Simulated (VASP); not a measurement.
# SrO (I4/mmm) in VASP: a series of runs

The runs below take SrO through electric field gradients, with PBE.

Program: VASP 6.6.1. These are calculated values, not measurements. Logs are shortened: lines on timing, memory, paths and dates and some standing lists are left out, and cuts for length are marked.

**1. The cell of the first run**

The structure is tetragonal, space group I4/mmm (No. 139). Conventional cell: a = 3.634 Å, b = 3.634 Å, c = 5.037 Å, α = 90.00°, β = 90.00°, γ = 90.00°. Sr (site symmetry 4/mmm) has 6 O at 2.52 to 2.57 Å within 3.3 Å. Within 3.3 Å of O (site symmetry 4/mmm) lie 6 Sr at 2.52 to 2.57 Å.

**2. Electric field gradients, PBE (zz strain of -2 %)**

Contents of INCAR:

```
SYSTEM = SrO
PREC = Accurate
ENCUT = 520
EDIFF = 1E-8
ISMEAR = -1
SIGMA = 0.02
LREAL = .FALSE.
LASPH = .TRUE.
NELM = 100
ALGO = Normal
ISIF = 2
LWAVE = .FALSE.
LCHARG = .FALSE.
GGA = PE
LEFG = .TRUE.
NBANDS = 15
```

Contents of KPOINTS:

```
regular mesh
0
G
  8 8 8
  0 0 0
```

Contents of POSCAR:

```
SrO
1.0
    0.0000000000      2.5698000000      2.5184040000
    2.5698000000      0.0000000000      2.5184040000
    2.5698000000      2.5698000000      0.0000000000
Sr O
1 1
Direct
    0.0000000000      0.0000000000      0.0000000000
    0.5000000000      0.5000000000      0.5000000000
```

Potentials or basis: VASP PAW PBE potentials, release 64 (Sr_sv, O).

Started as:

```console
$ cat potpaw_PBE.64/Sr_sv/POTCAR potpaw_PBE.64/O/POTCAR > POTCAR
$ mpirun -np 1 vasp_std > vasp.out
```

OUTCAR:

```text
SYSTEM = SrO
   PREC = Accurate
   ENCUT = 520
   EDIFF = 1E-8
   ISMEAR = -1
   LREAL = .FALSE.
   LASPH = .TRUE.
   NELM = 100
   ISIF = 2
   GGA = PE

 ion  position               nearest neighbor table
   1  0.000  0.000  0.000-   2 2.52   2 2.52   2 2.57   2 2.57   2 2.57   2 2.57
   2  0.500  0.500  0.500-   1 2.52   1 2.52   1 2.57   1 2.57   1 2.57   1 2.57

  LATTYP: Found a body centered tetragonal cell.
 ALAT       =     3.6342460126
 C/A-ratio  =     1.3859292911

  Lattice vectors:

 A1 = (   0.0000000000,  -2.5698000000,  -2.5184040000)
 A2 = (   0.0000000000,   2.5698000000,  -2.5184040000)
 A3 = (   2.5698000000,   0.0000000000,   2.5184040000)

Analysis of symmetry for initial positions (statically):
=====================================================================
 Subroutine PRICEL returns:
 Original cell was already a primitive cell.

 Routine SETGRP: Setting up the symmetry group for a
 body centered tetragonal supercell.

 Subroutine GETGRP returns: Found 16 space group operations
 (whereof 16 operations were pure point group operations)
 out of a pool of 16 trial point group operations.

The static configuration has the point symmetry D_4h.

Analysis of symmetry for dynamics (positions and initial velocities):
=====================================================================
 Subroutine PRICEL returns:
 Original cell was already a primitive cell.

 Routine SETGRP: Setting up the symmetry group for a
 body centered tetragonal supercell.

 Subroutine GETGRP returns: Found 16 space group operations
 (whereof 16 operations were pure point group operations)
 out of a pool of 16 trial point group operations.

The dynamic configuration has the point symmetry D_4h.

 Subroutine INISYM returns: Found 16 space group operations
 (whereof 16 operations are pure point group operations),
 and found     1 'primitive' translations

----------------------------------------------------------------------------------------

                                     Primitive cell

  volume of cell :      33.2624

  direct lattice vectors                    reciprocal lattice vectors
     0.000000000  2.569800000  2.518404000    -0.194567671  0.194567671  0.198538439
[... 129 lines left out ...]
  free energy    TOTEN  =       -12.01595848 eV

  energy without entropy =      -12.01595848  energy(sigma->0) =      -12.01595848

 E-fermi :   2.2282     XC(G=0): -10.1282

 val. band max:        1.8219961696   @ k =   0.0000   0.0000   0.0000
 cond. band min:       4.9687508500   @ k =   0.5000   0.5000   0.0000
 fundamental gap:      3.1467546805
 Fermi energy:         2.2281713189

 k-point     1 :       0.0000    0.0000    0.0000
  band No.  band energies     occupation
      1     -30.5460      2.00000
      2     -13.3516      2.00000
      3     -12.1645      2.00000
      4     -12.1645      2.00000
      5     -12.1535      2.00000
      6       1.7409      2.00000
      7       1.7409      2.00000
      8       1.8220      2.00000
      9       5.8962      0.00000
     10       7.9759      0.00000
     11       7.9759      0.00000
     12       8.1305      0.00000
     13      10.1031      0.00000
     14      10.3967      0.00000
[... 401 lines left out ...]
      2     -14.5395      2.00000
      3     -12.3102      2.00000
      4     -12.2889      2.00000
      5     -11.2915      2.00000
      6       0.1013      2.00000
      7       0.8899      2.00000
      8       1.0825      2.00000
      9       7.4461      0.00000
     10       8.9935      0.00000
     11      10.3500      0.00000
     12      10.5254      0.00000
     13      12.4135      0.00000
     14      12.8343      0.00000
     15      17.7156      0.00000

 [... further k-points ...]
[... 5 lines left out ...]
  --------------------------------------------------------------------------------------
  -------------------------------------------------------------------------------------
  Total        0.9549087      0.9549087      1.6518208      0.0000000      0.0000000      0.0000000
  in kB       45.9958232     45.9958232     79.5645246      0.0000000      0.0000000      0.0000000
  external PRESSURE =      57.1853903 kB  Pullay stress =       0.0000000 kB

 VOLUME and BASIS-vectors are now :
 -----------------------------------------------------------------------------
  energy-cutoff  :      520.00
  volume of cell :       33.26
      direct lattice vectors                 reciprocal lattice vectors
     0.000000000  2.569800000  2.518404000    -0.194567671  0.194567671  0.198538439
     2.569800000  0.000000000  2.518404000     0.194567671 -0.194567671  0.198538439
     2.569800000  2.569800000  0.000000000     0.194567671  0.194567671 -0.198538439

 POSITION                                       TOTAL-FORCE (eV/Angst)
 -----------------------------------------------------------------------------------
      0.00000      0.00000      0.00000         0.000000      0.000000      0.000000
      2.56980      2.56980      2.51840        -0.000000     -0.000000      0.000000
 -----------------------------------------------------------------------------------
    total drift:                                0.000000      0.000000      0.000000

  FREE ENERGIE OF THE ION-ELECTRON SYSTEM (eV)
  ---------------------------------------------------
  free  energy   TOTEN  =       -12.0159584799 eV

  energy  without entropy=      -12.0159584799  energy(sigma->0) =      -12.01595848

 Electric field gradients (V/A^2)
---------------------------------------------------------------------
 ion       V_xx      V_yy      V_zz      V_xy      V_xz      V_yz
---------------------------------------------------------------------
   1      11.010    11.010   -22.020     0.000     0.000     0.000
   2       3.614     3.614    -7.228    -0.001    -0.001    -0.001
---------------------------------------------------------------------

 Electric field gradients after diagonalization (V/A^2)
 (convention: |V_zz| > |V_xx| > |V_yy|)
----------------------------------------------------------------------
 ion       V_xx      V_yy      V_zz     asymmetry (V_yy - V_xx)/ V_zz
----------------------------------------------------------------------
   1      11.010    11.010   -22.020       0.000
   2       3.615     3.613    -7.228       0.000
----------------------------------------------------------------------

           NMR quadrupolar parameters

 Cq : quadrupolar parameter    Cq=e*Q*V_zz/h
 eta: asymmetry parameters     (V_yy - V_xx)/ V_zz
 Q  : nuclear electric quadrupole moment in mb (millibarn)
----------------------------------------------------------------------
 ion       Cq(MHz)       eta       Q (mb)
----------------------------------------------------------------------
   1      -0.053       0.000       1.000
   2      -0.017       0.000       1.000
----------------------------------------------------------------------
```

stdout:

```text
POSCAR found type information on POSCAR SrO
 POSCAR found :  2 types and       2 ions
 scaLAPACK will be used
 LDA part: xc-table for (Slater+PW92), standard interpolation
 POSCAR, INCAR and KPOINTS ok, starting setup
 FFT: planning ... GRIDC
 FFT: planning ... GRID_SOFT
 FFT: planning ... GRID
 WAVECAR not read
 entering main loop
ion   1

ion   2
```

It took 20 s on 1 thread of AMD EPYC 9R45 (Zen 5), shared host; peak memory 0.14 GiB.

What came out:

```yaml
Free_energy: -12.0160 eV
Pressure: 5.7 GPa
Band_gap_on_the_k_mesh: 3.15 eV, indirect (least direct gap 3.29 eV)
```

Electric field gradients, principal values (V/Å²):
```
atom   least  middle  greatest (by size)
1 Sr  11.010  11.010             -22.020
 2 O   3.613   3.615              -7.228
```

Caveat: the cell differs from its parent crystal (zz strain of -2 %); without QUAD_EFG the Cq values of the log hold for a quadrupole moment of 1 mb, not for the nuclei. A k mesh can miss the band edges.

**3. Electric field gradients, PBE (zz strain of -2 %)**

Contents of INCAR:

```
PREC     = Accurate       # precision mode
ENCUT    = 520            # plane-wave cutoff, eV
EDIFF    = 1E-8           # SCF threshold, eV
ISMEAR   = -1             # smearing method
SIGMA    = 0.02           # smearing width, eV
LREAL    = F              # projectors in reciprocal space
LASPH    = T              # aspherical terms in the spheres
NELM     = 100            # most SCF steps
ALGO     = Normal         # electronic algorithm
ISIF     = 2              # what is computed and relaxed
LWAVE    = F              # write WAVECAR
LCHARG   = F              # write CHGCAR
GGA      = PE             # functional
LEFG     = T            
NBANDS   = 15             # bands
```

Contents of KPOINTS:

```
Automatic mesh
0
Gamma
  8 8 8
```

POSCAR is that of step 2.

Potentials or basis: VASP PAW PBE potentials, release 64 (Sr_sv, O).

Started as:

```console
$ cat potpaw_PBE.64/Sr_sv/POTCAR potpaw_PBE.64/O/POTCAR > POTCAR
$ mpirun -np 1 vasp_std > vasp.out
```

OUTCAR:

```text
PREC = Accurate
   ENCUT = 520
   EDIFF = 1E-8
   ISMEAR = -1
   LREAL = F
   LASPH = T
   NELM = 100
   ISIF = 2
   GGA = PE

 ion  position               nearest neighbor table
   1  0.000  0.000  0.000-   2 2.52   2 2.52   2 2.57   2 2.57   2 2.57   2 2.57
   2  0.500  0.500  0.500-   1 2.52   1 2.52   1 2.57   1 2.57   1 2.57   1 2.57

  LATTYP: Found a body centered tetragonal cell.
 ALAT       =     3.6342460126
 C/A-ratio  =     1.3859292911

  Lattice vectors:

 A1 = (   0.0000000000,  -2.5698000000,  -2.5184040000)
 A2 = (   0.0000000000,   2.5698000000,  -2.5184040000)
 A3 = (   2.5698000000,   0.0000000000,   2.5184040000)

Analysis of symmetry for initial positions (statically):
=====================================================================
 Subroutine PRICEL returns:
 Original cell was already a primitive cell.
[... 622 lines left out ...]
  energy-cutoff  :      520.00
  volume of cell :       33.26
      direct lattice vectors                 reciprocal lattice vectors
     0.000000000  2.569800000  2.518404000    -0.194567671  0.194567671  0.198538439
     2.569800000  0.000000000  2.518404000     0.194567671 -0.194567671  0.198538439
     2.569800000  2.569800000  0.000000000     0.194567671  0.194567671 -0.198538439

 POSITION                                       TOTAL-FORCE (eV/Angst)
 -----------------------------------------------------------------------------------
      0.00000      0.00000      0.00000         0.000000      0.000000      0.000000
      2.56980      2.56980      2.51840        -0.000000     -0.000000      0.000000
 -----------------------------------------------------------------------------------
    total drift:                                0.000000      0.000000      0.000000

  FREE ENERGIE OF THE ION-ELECTRON SYSTEM (eV)
  ---------------------------------------------------
  free  energy   TOTEN  =       -12.0159584799 eV

  energy  without entropy=      -12.0159584799  energy(sigma->0) =      -12.01595848

 Electric field gradients (V/A^2)
---------------------------------------------------------------------
 ion       V_xx      V_yy      V_zz      V_xy      V_xz      V_yz
---------------------------------------------------------------------
   1      11.010    11.010   -22.020     0.000     0.000     0.000
   2       3.614     3.614    -7.228    -0.001    -0.001    -0.001
---------------------------------------------------------------------

 Electric field gradients after diagonalization (V/A^2)
 (convention: |V_zz| > |V_xx| > |V_yy|)
----------------------------------------------------------------------
 ion       V_xx      V_yy      V_zz     asymmetry (V_yy - V_xx)/ V_zz
----------------------------------------------------------------------
   1      11.010    11.010   -22.020       0.000
   2       3.615     3.613    -7.228       0.000
----------------------------------------------------------------------

           NMR quadrupolar parameters

 Cq : quadrupolar parameter    Cq=e*Q*V_zz/h
 eta: asymmetry parameters     (V_yy - V_xx)/ V_zz
 Q  : nuclear electric quadrupole moment in mb (millibarn)
----------------------------------------------------------------------
 ion       Cq(MHz)       eta       Q (mb)
----------------------------------------------------------------------
   1      -0.053       0.000       1.000
   2      -0.017       0.000       1.000
----------------------------------------------------------------------
```

It took 20 s on 1 thread of AMD EPYC 9R45 (Zen 5), shared host; peak memory 0.15 GiB.

Results:

- Free energy: -12.0160 eV
- Pressure: 5.7 GPa
- Band gap on the k mesh: 3.15 eV, indirect (least direct gap 3.29 eV)

Levels at points of the mesh, in eV from the valence-band top:
```csv
k point,band 4,band 5,band 6,band 7,band 8,band 9,band 10,band 11,band 12,band 13
"(0.00, 0.00, 0.00)",-13.99,-13.98,-0.08,-0.08,0.00,4.07,6.15,6.15,6.31,8.28
"(0.50, 0.00, 0.00)",-14.05,-12.78,-2.27,-1.24,-1.24,6.59,8.57,8.90,8.94,11.97
"(0.50, 0.50, 0.00)",-14.40,-14.40,-0.36,-0.16,-0.16,3.15,7.93,10.25,10.57,11.21
"(0.50, 0.00, 0.50)",-14.38,-14.35,-0.49,-0.16,-0.06,3.22,7.90,10.28,10.49,11.09
```

Electric field gradients, principal values (V/Å²):
```csv
atom,least,middle,greatest (by size)
1 Sr,11.010,11.010,-22.020
2 O,3.613,3.615,-7.228
```

Caveat: the cell differs from its parent crystal (zz strain of -2 %); without QUAD_EFG the Cq values of the log hold for a quadrupole moment of 1 mb, not for the nuclei. A k mesh can miss the band edges.

[end of part 1 of 2]
